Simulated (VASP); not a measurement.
Set up this calculation in VASP 6.6.1, as the native input.

- Task: single point
- Functional: LDA
- Potentials or basis: VASP PAW LDA potentials, release 64 (Pb_d, S)
- Cutoff: 500 eV
- k mesh: 4 × 4 × 4
- Occupations: gaussian, width 0.01 eV
- Spin: no spin polarisation
- Dipole correction: no
- Further INCAR settings: ALGO = Normal; EDIFF = 1e-06; NBANDS = 17

The structure of PbS lies in POSCAR:

```
PbS
1.0
    2.1005109573      1.2127305666      3.4301898177
   -2.1005109573      1.2127305666      3.4301898177
    0.0000000000     -2.4254611333      3.4301898176
Pb S
1 1
Direct
    0.9781436759      0.9781436759      0.9781436759
    0.4774576541      0.4774576541      0.4774576541
```

These files were run (other wordings do the same):

INCAR

```
ALGO = Normal ; EDIFF = 1E-6
ENCUT = 500 ; GGA_COMPAT = False
ISIF = 2 ; ISMEAR = 0
LASPH = True ; LCHARG = False
LREAL = False ; LWAVE = False
NBANDS = 17 ; NELM = 120
PREC = Accurate ; SIGMA = 0.01
```

KPOINTS

```
k-points
0
Gamma
  4 4 4
```

Potentials or basis: VASP PAW LDA potentials, release 64 (Pb_d, S).

Launch:

```console
$ cat potpaw_LDA.64/Pb_d/POTCAR potpaw_LDA.64/S/POTCAR > POTCAR
$ mpirun -np 1 vasp_std > vasp.out
```

It gave:

```yaml
Pressure: -2.7 GPa
Largest_force: 0.013 eV/Å
Band_gap_on_the_k_mesh: 0.22 eV, direct
```

Caveat: the k points lie up to 0.46 Å⁻¹ apart; spin-orbit coupling is left out, which moves the levels of the heavy elements.

Wall time 5.3 s on 1 thread of Intel(R) Xeon(R) 6975P-C (Granite Rapids), on a shared host, peak memory 0.15 GiB.
